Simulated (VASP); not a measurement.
# C12F in VASP: notebook, part 2 of 2

VASP 6.6.1. Earlier steps stand in the parts before.

### 3 Single point, PBE

INCAR

```
ALGO     = Normal         # electronic algorithm
DIPOL    = 0.5 0.5 0.327
EDIFF    = 1E-6           # SCF threshold, eV
ENCUT    = 520            # plane-wave cutoff, eV
GGA      = PE             # functional
IDIPOL   = 3            
ISIF     = 2              # what is computed and relaxed
ISMEAR   = 0              # smearing method
LASPH    = T              # aspherical terms in the spheres
LCHARG   = F              # write CHGCAR
LDIPOL   = T            
LREAL    = F              # projectors in reciprocal space
LWAVE    = F              # write WAVECAR
NBANDS   = 40             # bands
NELM     = 80             # most SCF steps
PREC     = Accurate       # precision mode
SIGMA    = 0.1            # smearing width, eV
```

KPOINTS

```
k-points
0
Gamma
  6 3 1
```

POSCAR

```
C12F
1.0
    4.9326910638      0.0000000000      0.0000000000
   -1.2331727659      8.7858796652      0.0000000000
    0.0000000000      0.0000000000     20.2907138818
C F
12 1
Direct
    0.0197005045      0.0788020181      0.1971345130
    0.5197005045      0.0788020181      0.1971345130
    0.2746256306      0.0985025226      0.2311704222
    0.7746256306      0.0985025226      0.2311704222
    0.2844758829      0.1379035317      0.2992422405
    0.7844758829      0.1379035317      0.2992422405
    0.0392966979      0.1571967124      0.3324023561
    0.5392966979      0.1571967124      0.3324023561
    0.0496769462      0.1987212371      0.4035397332
    0.5496769462      0.1987212371      0.4035397332
    0.3040736101      0.2163107364      0.4332382751
    0.8040736101      0.2163107364      0.4332382751
    0.6790736101      0.9663107364      0.4541838170
```

Potentials or basis: VASP PAW PBE potentials, release 64 (C, F).

The run is started by

```
$ cat potpaw_PBE.64/C/POTCAR potpaw_PBE.64/F/POTCAR > POTCAR
$ mpirun -np 1 vasp_std > vasp.out
```

OUTCAR:

```text
EDIFF = 1E-6
   ENCUT = 520
   GGA = PE
   ISIF = 2
   ISMEAR = 0
   LASPH = T
   LREAL = F
   NELM = 80
   PREC = Accurate

 ion  position               nearest neighbor table
   1  0.020  0.079  0.197-   3 1.42   4 1.42
   2  0.520  0.079  0.197-   4 1.42   3 1.42
   3  0.275  0.099  0.231-   1 1.42   5 1.42   2 1.42
   4  0.775  0.099  0.231-   2 1.42   6 1.42   1 1.42
   5  0.284  0.138  0.299-   8 1.41   7 1.41   3 1.42
   6  0.784  0.138  0.299-   7 1.41   8 1.41   4 1.42
   7  0.039  0.157  0.332-   6 1.41   5 1.41   9 1.49
   8  0.539  0.157  0.332-   5 1.41   6 1.41  10 1.49
[... 647 lines left out ...]
  volume of cell :      879.36
      direct lattice vectors                 reciprocal lattice vectors
     4.932691064  0.000000000  0.000000000     0.202729096  0.028454749  0.000000000
    -1.233172766  8.785879665  0.000000000     0.000000000  0.113818996  0.000000000
     0.000000000  0.000000000 20.290713882     0.000000000  0.000000000  0.049283628

 POSITION                                       TOTAL-FORCE (eV/Angst)
 -----------------------------------------------------------------------------------
     -0.00000      0.69235      4.00000         0.042825      0.420380      1.766454
      2.46635      0.69235      4.00000        -0.036756      0.400481      1.765443
      1.23317      0.86543      4.69061        -0.018446     -0.819375     -3.163675
      3.69952      0.86543      4.69061         0.006418     -0.713453     -3.088885
      1.23317      1.21160      6.07184        -0.021450      0.448393      1.498414
      3.69952      1.21160      6.07184         0.042556      0.322662      1.474963
     -0.00001      1.38111      6.74468         0.107080      0.228812      0.251625
      2.46633      1.38111      6.74468        -0.181728      0.344731      0.345413
     -0.00002      1.74594      8.18811         0.668435      0.034781      0.363529
      2.46633      1.74594      8.18811        -0.666808      0.013520      0.096002
      1.23315      1.90048      8.79071        -0.068959     -0.252589     -1.197562
      3.69950      1.90048      8.79071        -0.132614     -1.755808     -0.121870
      2.15803      8.48989      9.21571         0.259447      1.327466      0.010149
 -----------------------------------------------------------------------------------
    total drift:                                0.000956     -0.000379     -0.000205

  FREE ENERGIE OF THE ION-ELECTRON SYSTEM (eV)
  ---------------------------------------------------
  free  energy   TOTEN  =       -99.9428467965 eV

  energy  without entropy=      -99.8715511515  energy(sigma->0) =      -99.90719897

 vacuum level on the upper side and lower side of the slab         2.046         0.896
```

OSZICAR:

```text
N       E                     dE             d eps       ncg     rms          rms(c)
DAV:   1     0.478094381220E+03    0.47809E+03   -0.18689E+04   920   0.958E+02
DAV:   2    -0.481777703721E+00   -0.47858E+03   -0.45880E+03  1256   0.218E+02
DAV:   3    -0.103451500202E+03   -0.10297E+03   -0.10178E+03  1000   0.110E+02
[... 26 lines left out ...]
DAV:  30    -0.999428370797E+02   -0.26834E-04   -0.29263E-06   840   0.370E-03    0.483E-03
DAV:  31    -0.999428422687E+02   -0.51890E-05   -0.12329E-06   728   0.267E-03    0.180E-03
DAV:  32    -0.999428449565E+02   -0.26877E-05   -0.35902E-07   672   0.158E-03    0.109E-03
DAV:  33    -0.999428462187E+02   -0.12622E-05   -0.16791E-07   680   0.112E-03    0.377E-04
DAV:  34    -0.999428467965E+02   -0.57781E-06   -0.63668E-08   624   0.663E-04
   1 F= -.99942847E+02 E0= -.99907199E+02  d E =-.712956E-01
```

stdout:

```text
POSCAR found type information on POSCAR C F
 POSCAR found :  2 types and      13 ions
 scaLAPACK will be used
 LDA part: xc-table for (Slater+PW92), standard interpolation
 POSCAR, INCAR and KPOINTS ok, starting setup
 FFT: planning ... GRIDC
 FFT: planning ... GRID_SOFT
 FFT: planning ... GRID
 WAVECAR not read
 entering main loop
```

Wall time 10 min (1 thread of Intel Xeon 6975P-C (Granite Rapids), shared host); peak memory 0.99 GiB.

Results:

* Free energy: -99.9428 eV
* Largest force: 3.268 eV/Å
* Band gap on the k mesh: zero (an odd number of electrons rules out a gap without spin polarisation)

Forces in eV/Å, atoms in the order of the input:
```
C    0.043  0.420  1.766
C   -0.037  0.400  1.765
C   -0.018 -0.819 -3.164
C    0.006 -0.713 -3.089
C   -0.021  0.448  1.498
C    0.043  0.323  1.475
C    0.107  0.229  0.252
C   -0.182  0.345  0.345
C    0.668  0.035  0.364
C   -0.667  0.014  0.096
C   -0.069 -0.253 -1.198
C   -0.133 -1.756 -0.122
F    0.259  1.327  0.010
```

Levels at points of the mesh, in eV from the Fermi level:
```
           k point  band 24  band 25  band 26  band 27  band 28  band 29  band 30  band 31
(0.00, 0.00, 0.00)    -0.74    -0.45    -0.34    -0.27    -0.21     0.76     1.08     1.37
(0.50, 0.00, 0.00)    -0.78    -0.55    -0.28    -0.01     0.01     0.11     0.23     3.27
```

Caveat: an odd number of electrons without spin polarisation forces a metal; a magnetic or distorted state may lie lower.
